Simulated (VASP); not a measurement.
Input of a VASP 6.6.1 run:

File INCAR:

```
PREC = Accurate ; ENCUT = 520
EDIFF = 1E-6 ; ISMEAR = -1
SIGMA = 0.05 ; LREAL = Auto
LASPH = T ; NELM = 60
ALGO = Normal ; ISIF = 2
LWAVE = F ; LCHARG = T
GGA = PS ; LELF = T
LVHAR = T ; NBANDS = 48
```

Contents of KPOINTS:

```
Automatic mesh
0
Gamma
  2 2 2
```

POSCAR

```
Si
1.0
    0.0000000000      5.4300000000      5.4300000000
    5.4300000000      0.0000000000      5.4300000000
    5.4300000000      5.4300000000      0.0000000000
Si
17
Direct
   -0.3476335175      1.1276703499     -0.2672467772
   -0.0739226519     -0.1561878453      0.1313443831
   -0.4853867403      0.1611325967      1.0707642726
   -0.2196500921     -0.2890055249      0.7853406998
    0.1152117864      0.6432412523     -0.1846961326
    0.5940423573     -0.3032872928      0.1868047882
   -0.4799723757      0.5331399632      0.5855524862
    0.2074309392      0.8036740331      1.3314456722
    0.8870994475      0.2214456722     -0.7232872928
    1.2900092081     -0.0645580110      0.8959023941
    0.9916298343     -0.4344290976      0.4767311234
    0.4301933702     -0.0430294659      1.4937845304
    0.8090883978      1.2288121547     -0.9927163904
    0.1016666667      0.4074861878      0.1769521179
    0.0750092081      0.9998526703      0.6256906077
    1.1202762431      0.3600184162      0.7869981584
    0.4507826888      0.5027716390      0.0772283610
```

Potentials or basis: VASP PAW PBE potentials, release 64 (Si).

Launch:

```bash
$ cat potpaw_PBE.64/Si/POTCAR > POTCAR
$ mpirun -np 1 vasp_std > vasp.out
```

**Question.** What does it give for the pressure?

**Answer.** -6.3 GPa.

**Question.** Estimate the band gap on the k mesh.

**Answer.** Zero (bands 34 and 35 overlap by 0.28 eV).

**Question.** Predict the largest force.

**Answer.** 2.055 eV/Å.

Forces in eV/Å, atoms in the order of the input:
```
Si  -1.117 -0.149  0.596
Si  -0.601  0.260 -0.135
Si   0.367  0.156 -1.960
Si   0.907 -0.621 -0.556
Si   0.596  1.001  0.679
Si  -0.232  0.208  0.159
Si   0.485 -0.549  0.100
Si   0.244 -0.531 -0.127
Si  -0.058  0.485 -0.828
Si  -0.070 -0.038 -0.319
Si  -0.251 -0.526  0.459
Si  -0.746  0.676  0.484
Si   0.108  0.463  1.224
Si   0.235  0.595  1.066
Si   0.691 -1.087 -0.566
Si  -1.466  0.425 -1.376
Si   0.908 -0.766  1.099
```

Caveat: the k points lie up to 0.50 Å⁻¹ apart; the atoms stand as in a frame of molecular dynamics; the PAW data sets were made with another functional, which shifts forces and pressure a little.
